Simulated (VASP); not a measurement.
# ZrNb2N4 (P2/m) in VASP: further runs

The runs below take ZrNb2N4 through relaxation of shape and atoms at fixed volume, with PBE.

Everything below comes from runs of VASP 6.6.1. Logs are shortened: lines on timing, memory, paths and dates and some standing lists are left out, and cuts for length are marked.

### Step 1. The cell of the first run

The structure is monoclinic, space group P2/m (No. 10). Conventional cell: a = 5.154 Å, b = 3.073 Å, c = 5.384 Å, α = 90.00°, β = 107.93°, γ = 90.00°. Within 2.9 Å of Zr (site symmetry 2/m) lie 6 N at 2.19 to 2.20 Å. Nb (site symmetry 2/m) has 6 N at 2.08 to 2.12 Å within 2.8 Å. Nb (site symmetry 2/m) has 6 N at 2.08 to 2.16 Å within 2.8 Å. Within 3.1 Å of N (site symmetry m) lie 3 Nb at 2.08 Å and 1 Zr at 2.19 Å and 9 N at 2.81 to 3.07 Å. N (site symmetry m) has 3 Nb at 2.12 to 2.16 Å and 2 Zr at 2.20 Å within 2.8 Å.

### Step 2. Relaxation of shape and atoms at fixed volume, PBE (11.59 Å³/atom)

Input file INCAR:

```
PREC = Accurate
ENCUT = 600
EDIFF = 1E-7
ISMEAR = 0
SIGMA = 0.1
LREAL = False
LASPH = True
NELM = 60
ALGO = Normal
ISIF = 4
LWAVE = False
LCHARG = False
GGA = PE
IBRION = 2
NSW = 50
EDIFFG = -0.01
```

Input file KPOINTS:

```
Automatic mesh
0
Gamma
  6 10 6
```

Input file POSCAR:

```
ZrNb2N4
1.0
    5.1540233017      0.0000000000      0.0009640281
    0.0000000000      3.0733892365      0.0000000000
   -1.6588678605      0.0000000000      5.1224356797
Zr Nb N
1 2 4
Direct
    0.0000000000      0.5000000000      0.5000000000
    0.0000000000      0.0000000000      0.0000000000
    0.5000000000      0.5000000000      0.0000000000
    0.7678379445      0.5000000000      0.7781985477
    0.2535967961      0.0000000000      0.7557206793
    0.7464032039      0.0000000000      0.2442793207
    0.2321620555      0.5000000000      0.2218014523
```

Potentials or basis: VASP PAW PBE potentials, release 64 (Zr_sv, Nb_sv, N).

On the command line:

```console
> cat potpaw_PBE.64/Zr_sv/POTCAR potpaw_PBE.64/Nb_sv/POTCAR potpaw_PBE.64/N/POTCAR > POTCAR
> mpirun -np 1 vasp_std > vasp.out
```

OUTCAR:

```text
PREC = Accurate
   ENCUT = 600
   EDIFF = 1E-7
   ISMEAR = 0
   LREAL = False
   LASPH = True
   NELM = 60
   ISIF = 4
   GGA = PE
   IBRION = 2
   NSW = 50
   EDIFFG = -0.01

 ion  position               nearest neighbor table
   1  0.000  0.500  0.500-   4 2.19   7 2.19   6 2.20   5 2.20   5 2.20   6 2.20   2 3.10   2 3.10
                             2 3.10   2 3.10   3 3.10   3 3.10
   2  0.000  0.000  0.000-   4 2.08   7 2.08   4 2.08   7 2.08   6 2.12   5 2.12   3 3.00   3 3.00
                             3 3.00   3 3.00   1 3.10   1 3.10   1 3.10   1 3.10
   3  0.500  0.500  0.000-   4 2.08   7 2.08   6 2.16   5 2.16   5 2.16   6 2.16   2 3.00   2 3.00
                             2 3.00   2 3.00   1 3.10   1 3.10
   4  0.768  0.500  0.778-   2 2.08   2 2.08   3 2.08   1 2.19
   5  0.254  0.000  0.756-   2 2.12   3 2.16   3 2.16   1 2.20   1 2.20
   6  0.746  0.000  0.244-   2 2.12   3 2.16   3 2.16   1 2.20   1 2.20
   7  0.232  0.500  0.222-   2 2.08   2 2.08   3 2.08   1 2.19

  LATTYP: Found a simple monoclinic cell.
 ALAT       =     5.1540233919
 B/A-ratio  =     0.5963087481
 C/A-ratio  =     1.0446880691
 COS(beta)  =    -0.3079128797

  Lattice vectors:

 A1 = (   5.1540233017,   0.0000000000,   0.0009640281)
 A2 = (   0.0000000000,   3.0733892365,   0.0000000000)
 A3 = (  -1.6588678605,   0.0000000000,   5.1224356797)

Analysis of symmetry for initial positions (statically):
=====================================================================
 Subroutine PRICEL returns:
 Original cell was already a primitive cell.

 Routine SETGRP: Setting up the symmetry group for a
 simple monoclinic supercell.

 Subroutine GETGRP returns: Found  4 space group operations
 (whereof  4 operations were pure point group operations)
 out of a pool of  4 trial point group operations.

The static configuration has the point symmetry C_2h.

Analysis of symmetry for dynamics (positions and initial velocities):
=====================================================================
 Subroutine PRICEL returns:
 Original cell was already a primitive cell.

 Routine SETGRP: Setting up the symmetry group for a
 simple monoclinic supercell.

 Subroutine GETGRP returns: Found  4 space group operations
 (whereof  4 operations were pure point group operations)
 out of a pool of  4 trial point group operations.

The dynamic configuration has the point symmetry C_2h.

 Subroutine INISYM returns: Found  4 space group operations
 (whereof  4 operations are pure point group operations),
 and found     1 'primitive' translations

----------------------------------------------------------------------------------------

                                     Primitive cell

  volume of cell :      81.1459

  direct lattice vectors                    reciprocal lattice vectors
     5.154023302  0.000000000  0.000964028     0.194011430  0.000000000  0.062829354
     0.000000000  3.073389237  0.000000000     0.000000000  0.325373691  0.000000000
    -1.658867861  0.000000000  5.122435680    -0.000036512  0.000000000  0.195207806

  length of vectors
     5.154023392  3.073389237  5.384346745     0.203931270  0.325373691  0.195207809

  position of ions in fractional coordinates (direct lattice)
     0.000000000  0.500000000  0.500000000
     0.000000000  0.000000000  0.000000000
     0.500000000  0.500000000  0.000000000
     0.767837945  0.500000000  0.778198548
     0.253596796  0.000000000  0.755720679
     0.746403204  0.000000000  0.244279321
     0.232162055  0.500000000  0.221801452

  ion indices of the primitive-cell ions
   primitive index   ion index
                 1           1
                 2           2
                 3           3
                 4           4
                 5           5
                 6           6
                 7           7

----------------------------------------------------------------------------------------

 KPOINTS: Automatic mesh

Automatic generation of k-mesh.
 Grid dimensions read from file:
 generate k-points for:    6   10    6

 Generating k-lattice:

  Cartesian coordinates                     Fractional coordinates (reciprocal lattice)
     0.032335238  0.000000000  0.010471559     0.166666667  0.000000000  0.000000000
     0.000000000  0.032537369  0.000000000     0.000000000  0.100000000  0.000000000
    -0.000006085  0.000000000  0.032534634     0.000000000  0.000000000  0.166666667

  Length of vectors
     0.033988545  0.032537369  0.032534635

  Shift w.r.t. Gamma in fractional coordinates (k-lattice)
     0.000000000  0.000000000  0.000000000

 Subroutine IBZKPT returns following result:
 ===========================================

 Found    120 irreducible k-points:

 Following reciprocal coordinates:
            Coordinates               Weight
  0.000000  0.000000  0.000000      1.000000
  0.166667  0.000000  0.000000      2.000000
  0.333333  0.000000 -0.000000      2.000000
  0.500000  0.000000 -0.000000      1.000000
  0.000000  0.100000  0.000000      2.000000
  0.166667  0.100000  0.000000      4.000000
[... 16 lines left out ...]
  0.333333  0.500000 -0.000000      2.000000
  0.500000  0.500000 -0.000000      1.000000
 [... further k-points ...]
   k-points           NKPTS =    120   k-points in BZ     NKDIM =    120   number of bands    NBANDS=     34
   number of dos      NEDOS =    301   number of ions     NIONS =      7
   total plane-waves  NPLWV =  56448
   dimension x,y,z NGX =    42 NGY =   28 NGZ =   48
   dimension x,y,z NGXF=    84 NGYF=   56 NGZF=   96
   ions per type =               1   2   4
   NGX,Y,Z   is equivalent  to a cutoff of  13.55, 15.15, 14.82 a.u.
   NGXF,Y,Z  is equivalent  to a cutoff of  27.09, 30.29, 29.64 a.u.
 SYSTEM =  unknown system
   PREC   = accura    normal or accurate (medium, high low for compatibility)
   ISTART =      0    job   : 0-new  1-cont  2-samecut
   ICHARG =      2    charge: 1-file 2-atom 10-const
   ISPIN  =      1    spin polarized calculation?
   LNONCOLLINEAR =      F non collinear calculations
   LSORBIT =      F    spin-orbit coupling
   LASPH  =      T    aspherical Exc in radial PAW
   ENCUT  =  600.0 eV  44.10 Ry    6.64 a.u.  10.29  6.14 10.75*2*pi/ulx,y,z
   NELM   =     60;   NELMIN=  2; NELMDL= -5     # of ELM steps
   EDIFF  = 0.1E-06   stopping-criterion for ELM
   LREAL  =      F    real-space projection
   EDIFFG = -.1E-01   stopping-criterion for IOM
   NSW    =     50    number of steps for IOM
   IBRION =      2    ionic relax: 0-MD 1-quasi-New 2-CG
   NFREE  =      1    steps in history (QN), initial steepest desc. (CG)
   ISIF   =      4    stress and relaxation
   ISYM   =      2    0-nonsym 1-usesym 2-fastsym
   POTIM  = 0.5000    time-step for ionic-motion
   TEBEG  =    0.0;   TEEND  =   0.0 temperature during run
   PSTRESS=    0.0 pullay stress
   NELECT =      58.0000    total number of electrons
   NUPDOWN=      -1.0000    fix difference up-down
   EMIN   =  10.00;   EMAX   =-10.00  energy-range for DOS
   EFERMI =   0.00;   METHOD = LEGACY
   ISMEAR =     0;   SIGMA  =   0.10  broadening in eV -4-tet -1-fermi 0-gaus
   EFERMI_NEDOS =   21; number of points for ismear=-14 and -15
   IALGO  =     38    algorithm
   IMIX   =      4    mixing-type and parameters
     AMIX     =   0.40;   BMIX     =  1.00
     AMIX_MAG =   1.60;   BMIX_MAG =  1.00
  volume/ion in A,a.u.               =      11.59        78.23
  Fermi-wavevector in a.u.,A,eV,Ry     =   1.463733  2.766055 29.150683  2.142515
  Thomas-Fermi vector in A             =   2.579793
   LORBIT       =      0    0 simple, 1 ext, 2 COOP (PROOUT), +10 PAW based schemes
   GGA     = PE    functional components
   LHFCALC =     F    Hartree Fock is set to
   AEXX    =    0.0000 exact exchange contribution
   IVDW    =     0    specifies the selected vdW correction
   LEPSILON=     F    determine dielectric tensor
   LRPA    =     F    only Hartree local field effects (RPA)
 conjugate gradient relaxation of ions
 non-spin polarized calculation
 Gauss-broadening in eV      SIGMA  =   0.10
  energy-cutoff  :      600.00
  volume of cell :       81.15
 maximum number of plane-waves:      2734
 NGX is ok and might be reduce to    42
   NGX = 21   NGY = 13   NGZ = 21

--------------------------------------- Ionic step        1  -------------------------------------------

 number of electron      57.9999998 magnetization

 Free energy of the ion-electron system (eV)
  ---------------------------------------------------
  ext. energy  EPLUGINS =         0.00000000
  ---------------------------------------------------
  free energy    TOTEN  =       -70.13592426 eV

  energy without entropy =      -70.12804319  energy(sigma->0) =      -70.13198373

------------------------ aborting loop because EDIFF is reached ----------------------------------------

  FORCE on cell =-STRESS in cart. coord.  units (eV):
  Direction    XX          YY          ZZ          XY          YZ          ZX
  --------------------------------------------------------------------------------------
  -------------------------------------------------------------------------------------
  Total        8.1309305      8.3298302      8.0657475      0.0000000      0.0000000     -0.2026479
  in kB      160.5402992    164.4674536    159.2532999      0.0000000      0.0000000     -4.0011594
  external PRESSURE =     161.4203509 kB  Pullay stress =       0.0000000 kB
[... 149 lines left out ...]
  energy  without entropy=      -70.1372116606  energy(sigma->0) =      -70.14137457

--------------------------------------- Ionic step        5  -------------------------------------------

 number of electron      57.9999997 magnetization

 Free energy of the ion-electron system (eV)
  ---------------------------------------------------
  ext. energy  EPLUGINS =         0.00000000
  ---------------------------------------------------
  free energy    TOTEN  =       -70.14554136 eV

  energy without entropy =      -70.13722521  energy(sigma->0) =      -70.14138329

 E-fermi :  10.1185     XC(G=0): -12.1379

 val. band max:       10.0744670312   @ k =   0.0000   0.1000   0.5000
 cond. band min:      10.1285884595   @ k =   0.5000   0.3000   0.3333
 fundamental gap:      0.0541214283
 Fermi energy:        10.1185330437

 k-point     1 :       0.0000    0.0000    0.0000
  band No.  band energies     occupation
      1     -45.8232      2.00000
      2     -45.6851      2.00000
      3     -38.8954      2.00000
      4     -22.5667      2.00000
      5     -22.0597      2.00000
      6     -21.7972      2.00000
[... 877 lines left out ...]
     33      12.8057      0.00000
     34      12.8456      0.00000

 [... further k-points ...]

------------------------ aborting loop because EDIFF is reached ----------------------------------------

  FORCE on cell =-STRESS in cart. coord.  units (eV):
  Direction    XX          YY          ZZ          XY          YZ          ZX
  --------------------------------------------------------------------------------------
  -------------------------------------------------------------------------------------
  Total        7.5716990      7.4866049      7.5242806      0.0000000      0.0000000     -0.0692485
  in kB      149.4986126    147.8184804    148.5623639      0.0000000      0.0000000     -1.3672698
  external PRESSURE =     148.6264857 kB  Pullay stress =       0.0000000 kB
[... 22 lines left out ...]
  FREE ENERGIE OF THE ION-ELECTRON SYSTEM (eV)
  ---------------------------------------------------
  free  energy   TOTEN  =       -70.1455413590 eV

  energy  without entropy=      -70.1372252118  energy(sigma->0) =      -70.14138329

 reached required accuracy - stopping structural energy minimisation
```

Run time: 11 min. Hardware: 1 thread of AMD EPYC 9R45 (Zen 5), shared host; peak memory 0.47 GiB.

Results:

* Free energy: -70.1455 eV
* Energy gained by relaxing: 1.4 meV/atom
* Ionic steps: 5
* Pressure after relaxing: 14.9 GPa
* Largest force after relaxing: 0.010 eV/Å
* Band gap on the k mesh: zero (bands 29 and 30 overlap by 2.50 eV)

Forces in eV/Å, atoms in the order of the input:
```
Zr   0.000  0.000  0.000
Nb   0.000  0.000  0.000
Nb   0.000  0.000  0.000
N    0.004  0.000 -0.003
N   -0.003  0.000  0.009
N    0.003  0.000 -0.009
N   -0.004  0.000  0.003
```

Stress tensor (GPa, compression positive):
```
14.95  0.00 -0.14
 0.00 14.78  0.00
-0.14  0.00 14.86
```

Step by step:
```
step  energy change (eV)  largest force (eV/Å)  pressure (GPa)  volume (Å³)
   1              0.0000                0.3411           16.14        81.15
   2             -0.0094                0.0370           14.97        81.15
   3             -0.0094                0.0453           14.88        81.15
   4             -0.0096                0.0069           14.86        81.15
   5             -0.0096                0.0097           14.86        81.15
```

Final structure:
```
CELL_PARAMETERS angstrom
5.15045 0.00000 -0.00752
0.00000 3.07967 0.00000
-1.66615 0.00000 5.11828
ATOMIC_POSITIONS crystal
Zr 0.00000 0.50000 0.50000
Nb 0.00000 0.00000 0.00000
Nb 0.50000 0.50000 0.00000
N 0.76503 0.50000 0.77509
N 0.25551 0.00000 0.75490
N 0.74449 0.00000 0.24510
N 0.23497 0.50000 0.22491
```

(Continued in part 2 of 2.)

The gap in the log of VASP goes by the Fermi energy; the results here count the filled bands.